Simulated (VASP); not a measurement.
# In (Im-3m) in VASP: a series of runs

Runs on In. Level: LDA. Tasks: single point, relaxation of cell and atoms.

Everything below comes from runs of VASP 6.6.1. Logs are shortened: lines on timing, memory, paths and dates and some standing lists are left out, and cuts for length are marked.

## 1. The cell of the first run

It takes space group Im-3m (No. 229, cubic). Conventional cell: a = 2.930 Å, b = 2.930 Å, c = 2.930 Å, α = 90.00°, β = 90.00°, γ = 90.00°. Within 3.3 Å of In (site symmetry m-3m) lie 14 In at 2.54 to 2.93 Å.

This isn't the form of In at room conditions, which is tetragonal.

## 2. Single point, LDA

INCAR reads:

```
PREC     = Accurate       # precision mode
ENCUT    = 520            # plane-wave cutoff, eV
EDIFF    = 1E-7           # SCF threshold, eV
ISMEAR   = -1             # smearing method
SIGMA    = 0.05           # smearing width, eV
LREAL    = False          # projectors in reciprocal space
LASPH    = True           # aspherical terms in the spheres
NELM     = 60             # most SCF steps
ALGO     = Normal         # electronic algorithm
ISIF     = 2              # what is computed and relaxed
LWAVE    = False          # write WAVECAR
LCHARG   = False          # write CHGCAR
GGA      = CA             # functional
NBANDS   = 12             # bands
```

KPOINTS reads:

```
Automatic mesh
0
Gamma
  18 18 18
```

POSCAR reads:

```
In
1.0
   -1.4650039104      1.4650039104      1.4650039104
    1.4650039104     -1.4650039104      1.4650039104
    1.4650039104      1.4650039104     -1.4650039104
In
1
Direct
    0.0000000000      0.0000000000      0.0000000000
```

Potentials or basis: VASP PAW LDA potentials, release 64 (In_d).

Started as:

```bash
$ cat potpaw_LDA.64/In_d/POTCAR > POTCAR
$ mpirun -np 1 vasp_std > vasp.out
```

OUTCAR:

```text
PREC = Accurate
   ENCUT = 520
   EDIFF = 1E-7
   ISMEAR = -1
   LREAL = False
   LASPH = True
   NELM = 60
   ISIF = 2
   GGA = CA

 ion  position               nearest neighbor table
   1  0.000  0.000  0.000-

  LATTYP: Found a body centered cubic cell.
 ALAT       =     2.9300078208

  Lattice vectors:

 A1 = (  -1.4650039104,   1.4650039104,   1.4650039104)
 A2 = (   1.4650039104,  -1.4650039104,   1.4650039104)
 A3 = (   1.4650039104,   1.4650039104,  -1.4650039104)

Analysis of symmetry for initial positions (statically):
=====================================================================
 Subroutine PRICEL returns:
 Original cell was already a primitive cell.

 Routine SETGRP: Setting up the symmetry group for a
 body centered cubic supercell.

 Subroutine GETGRP returns: Found 48 space group operations
 (whereof 48 operations were pure point group operations)
 out of a pool of 48 trial point group operations.

The static configuration has the point symmetry O_h .

Analysis of symmetry for dynamics (positions and initial velocities):
=====================================================================
 Subroutine PRICEL returns:
 Original cell was already a primitive cell.

 Routine SETGRP: Setting up the symmetry group for a
 body centered cubic supercell.

 Subroutine GETGRP returns: Found 48 space group operations
 (whereof 48 operations were pure point group operations)
 out of a pool of 48 trial point group operations.

The dynamic configuration has the point symmetry O_h .

 Subroutine INISYM returns: Found 48 space group operations
 (whereof 48 operations are pure point group operations),
 and found     1 'primitive' translations

----------------------------------------------------------------------------------------

                                     Primitive cell

  volume of cell :      12.5770

  direct lattice vectors                    reciprocal lattice vectors
    -1.465003910  1.465003910  1.465003910     0.000000000  0.341296017  0.341296017
     1.465003910 -1.465003910  1.465003910     0.341296017  0.000000000  0.341296017
     1.465003910  1.465003910 -1.465003910     0.341296017  0.341296017  0.000000000

  length of vectors
     2.537461206  2.537461206  2.537461206     0.482665456  0.482665456  0.482665456

  position of ions in fractional coordinates (direct lattice)
     0.000000000  0.000000000  0.000000000
[... 75 lines left out ...]
   NELM   =     60;   NELMIN=  2; NELMDL= -5     # of ELM steps
   EDIFF  = 0.1E-06   stopping-criterion for ELM
   LREAL  =      F    real-space projection
   EDIFFG = 0.1E-05   stopping-criterion for IOM
   NSW    =      0    number of steps for IOM
   IBRION =     -1    ionic relax: 0-MD 1-quasi-New 2-CG
   NFREE  =      0    steps in history (QN), initial steepest desc. (CG)
   ISIF   =      2    stress and relaxation
   ISYM   =      2    0-nonsym 1-usesym 2-fastsym
   POTIM  = 0.5000    time-step for ionic-motion
   TEBEG  =    0.0;   TEEND  =   0.0 temperature during run
   PSTRESS=    0.0 pullay stress
   NELECT =      13.0000    total number of electrons
   NUPDOWN=      -1.0000    fix difference up-down
   EMIN   =  10.00;   EMAX   =-10.00  energy-range for DOS
   EFERMI =   0.00;   METHOD = LEGACY
   ISMEAR =    -1;   SIGMA  =   0.05  broadening in eV -4-tet -1-fermi 0-gaus
   EFERMI_NEDOS =   21; number of points for ismear=-14 and -15
   IALGO  =     38    algorithm
   IMIX   =      4    mixing-type and parameters
     AMIX     =   0.40;   BMIX     =  1.00
     AMIX_MAG =   1.60;   BMIX_MAG =  1.00
  volume/ion in A,a.u.               =      12.58        84.87
  Fermi-wavevector in a.u.,A,eV,Ry     =   1.655251  3.127971 37.277998  2.739856
  Thomas-Fermi vector in A             =   2.743379
   LORBIT       =      0    0 simple, 1 ext, 2 COOP (PROOUT), +10 PAW based schemes
   GGA     = CA    functional components
   LHFCALC =     F    Hartree Fock is set to
   AEXX    =    0.0000 exact exchange contribution
   IVDW    =     0    specifies the selected vdW correction
   LEPSILON=     F    determine dielectric tensor
   LRPA    =     F    only Hartree local field effects (RPA)
 non-spin polarized calculation
  energy-cutoff  :      520.00
  volume of cell :       12.58
 maximum number of plane-waves:       370
   NGX =  9   NGY =  9   NGZ =  9

 number of electron      12.9999993 magnetization

 Free energy of the ion-electron system (eV)
  ---------------------------------------------------
  ext. energy  EPLUGINS =         0.00000000
  ---------------------------------------------------
  free energy    TOTEN  =         0.53032914 eV

  energy without entropy =        0.53267403  energy(sigma->0) =        0.53150159

 E-fermi :  20.3237     XC(G=0): -14.5376

 val. band max:       20.3125145545   @ k =   0.2778   0.2222   0.2222
 cond. band min:      20.3514136761   @ k =  -0.3333   0.4444   0.0556
 fundamental gap:      0.0388991216
 Fermi energy:        20.3237121693

 k-point     1 :       0.0000    0.0000    0.0000
  band No.  band energies     occupation
      1       2.5359      2.00000
      2       2.5359      2.00000
      3       2.5359      2.00000
      4       2.8725      2.00000
      5       4.0002      2.00000
      6       4.0002      2.00000
      7      33.5402      0.00000
      8      33.5402      0.00000
      9      33.5402      0.00000
     10      41.7075      0.00000
     11      41.7081      0.00000
     12      41.8112      0.00000
[... 331 lines left out ...]
 k-point    24 :       0.3889    0.1111   -0.0000
  band No.  band energies     occupation
      1       1.6890      2.00000
      2       1.9144      2.00000
      3       3.8800      2.00000
      4       3.9584      2.00000
      5       4.6941      2.00000
      6      11.9630      2.00000
      7      17.7915      2.00000
      8      26.6231      0.00000
      9      29.2966      0.00000
     10      36.1122      0.00000
     11      39.9324      0.00000
     12      40.6520      0.00000

 [... further k-points ...]
[... 5 lines left out ...]
  --------------------------------------------------------------------------------------
  -------------------------------------------------------------------------------------
  Total       15.0748683     15.0748683     15.0748683     -0.0000000      0.0000000      0.0000000
  in kB     1920.3826182   1920.3826182   1920.3826182     -0.0000000      0.0000000      0.0000000
  external PRESSURE =    1920.3826182 kB  Pullay stress =       0.0000000 kB

 VOLUME and BASIS-vectors are now :
 -----------------------------------------------------------------------------
  energy-cutoff  :      520.00
  volume of cell :       12.58
      direct lattice vectors                 reciprocal lattice vectors
    -1.465003910  1.465003910  1.465003910     0.000000000  0.341296017  0.341296017
     1.465003910 -1.465003910  1.465003910     0.341296017  0.000000000  0.341296017
     1.465003910  1.465003910 -1.465003910     0.341296017  0.341296017  0.000000000

 POSITION                                       TOTAL-FORCE (eV/Angst)
 -----------------------------------------------------------------------------------
      0.00000      0.00000      0.00000         0.000000      0.000000      0.000000
 -----------------------------------------------------------------------------------
    total drift:                                0.000000      0.000000      0.000000

  FREE ENERGIE OF THE ION-ELECTRON SYSTEM (eV)
  ---------------------------------------------------
  free  energy   TOTEN  =         0.5303291420 eV

  energy  without entropy=        0.5326740319  energy(sigma->0) =        0.53150159
```

stdout:

```text
POSCAR found type information on POSCAR In
 POSCAR found :  1 types and       1 ions
 scaLAPACK will be used
 LDA part: xc-table for (Slater(with rela. corr.)+CA(PZ))
 , standard interpolation
 POSCAR, INCAR and KPOINTS ok, starting setup
 FFT: planning ... GRIDC
 FFT: planning ... GRID_SOFT
 FFT: planning ... GRID
 WAVECAR not read
 entering main loop
```

It took 10 s on 1 thread of Intel Xeon 6975P-C (Granite Rapids), shared host; peak memory 0.14 GiB.

Results:

```yaml
Free_energy: 0.5303 eV
Pressure: 192.0 GPa
Band_gap_on_the_k_mesh: zero (an odd number of electrons rules out a gap without spin polarisation)
```

Caveat: the cell stands under pressure; spin-orbit coupling is left out, which moves the levels of the heavy elements.

## 3. Single point, LDA

INCAR reads:

```
SYSTEM = In
PREC = Accurate
ENCUT = 520
EDIFF = 1E-6
ISMEAR = -1
SIGMA = 0.05
LREAL = .FALSE.
LASPH = .TRUE.
NELM = 80
ALGO = Normal
ISIF = 2
LWAVE = .FALSE.
LCHARG = .FALSE.
GGA = CA
NBANDS = 12
```

KPOINTS reads:

```
regular mesh
0
G
  18 18 18
  0 0 0
```

POSCAR is that of step 2.

Potentials or basis: VASP PAW LDA potentials, release 64 (In_d).

Started as:

```bash
$ cat potpaw_LDA.64/In_d/POTCAR > POTCAR
$ mpirun -np 1 vasp_std > vasp.out
```

Wall time 9.8 s (1 thread of Intel Xeon 6975P-C (Granite Rapids), shared host); peak memory 0.14 GiB.

Results (log left out):

```yaml
Free_energy: 0.5303 eV
Pressure: 192.1 GPa
Band_gap_on_the_k_mesh: zero (an odd number of electrons rules out a gap without spin polarisation)
```

Levels at points of the mesh, in eV from the Fermi level:
| k point | band 3 | band 4 | band 5 | band 6 | band 7 | band 8 | band 9 | band 10 |
| --- | --- | --- | --- | --- | --- | --- | --- | --- |
| (0.00, 0.00, 0.00) | -17.79 | -17.45 | -16.32 | -16.32 | 13.22 | 13.22 | 13.22 | 21.38 |
| (0.50, 0.00, 0.00) | -16.39 | -16.24 | -15.30 | -8.06 | -3.89 | 8.02 | 9.34 | 15.33 |
| (0.50, 0.50, 0.50) | -15.55 | -15.55 | -15.55 | 0.27 | 0.27 | 0.27 | 7.34 | 7.34 |

Caveat: the cell stands under pressure; spin-orbit coupling is left out, which moves the levels of the heavy elements.

(Continued in part 2 of 2.)
